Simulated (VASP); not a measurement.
The system is TiO2.

```
Ti O
1.0
     1.52670    0.88144    7.11847
    -1.52670    0.88144    7.11847
     0.00000   -1.76288    7.11847
Ti O
1 2
Cartesian
  0.0000 0.0000 0.0000
  0.0000 0.0000 8.1051
  0.0000 0.0000 13.2503
```

Base run:

- Program: VASP 6.6.1
- Functional: r2SCAN
- Potentials or basis: VASP PAW PBE potentials, release 64 (Ti_sv, O)
- Cutoff: 520 eV
- k mesh: 10 × 10 × 10
- Occupations: fermi-dirac, width 0.05 eV
- Spin: no spin polarisation

Its results: band gap on the k mesh 2.89 eV (least direct gap 3.12 eV); pressure -9.2 GPa; largest force 1.137 eV/Å.

Problem. The run is repeated on the same cell with these changes: functional from r2SCAN to PBEsol; further incar settings from ALGO = Normal; EDIFF = 1e-06; NBANDS = 19 to ALGO = Normal; EDIFF = 1e-07; NBANDS = 19. What comes out?

Solution. Band gap on the k mesh 2.47 eV (least direct gap 2.67 eV); pressure -10.0 GPa; largest force 1.126 eV/Å.

Caveats: the cell stands under tension; the PAW data sets were made with another functional, which shifts forces and pressure a little.

A k mesh can miss the band edges.
